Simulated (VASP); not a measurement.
The system is P.

```xyz
2
Lattice="0.0000 2.6566 2.6566 2.6566 0.0000 2.6566 2.6566 2.6566 0.0000" Properties=species:S:1:pos:R:3 pbc="T T T"
P    -0.3852   -0.9431   -0.9431
P     0.3852    0.9431    0.9431
```

This cell differs from its parent crystal: shortest bond scaled by 0.58.

Base run:

* Program: VASP 6.6.1
* Functional: PBE
* Potentials or basis: VASP PAW PBE potentials, release 64 (P)
* Cutoff: 520 eV
* k mesh: 10 × 10 × 10
* Occupations: fermi-dirac, width 0.05 eV
* Spin: no spin polarisation

Its results: band gap on the k mesh zero (bands 5 and 6 overlap by 1.20 eV); pressure 160.3 GPa; largest force 81.018 eV/Å.

**Question.** The run is repeated on the same cell with these changes: occupations from fermi-dirac, width 0.05 eV to tetrahedron; further incar settings from ALGO = Normal; EDIFF = 1e-08; NBANDS = 12 to ALGO = Normal; EDIFF = 1e-06; NBANDS = 12. What comes out?

**Answer.** Band gap on the k mesh zero (bands 5 and 6 overlap by 1.20 eV); pressure 160.8 GPa; largest force 81.009 eV/Å.

Caveats: atoms lie so close that the PAW spheres overlap strongly, which falsifies energies and pressures; the cell stands under pressure; forces of over 1 eV/Å act on the atoms, so gaps and moduli don't describe the material at rest; tetrahedron occupations give inexact forces and stress in metals (at least some runs).
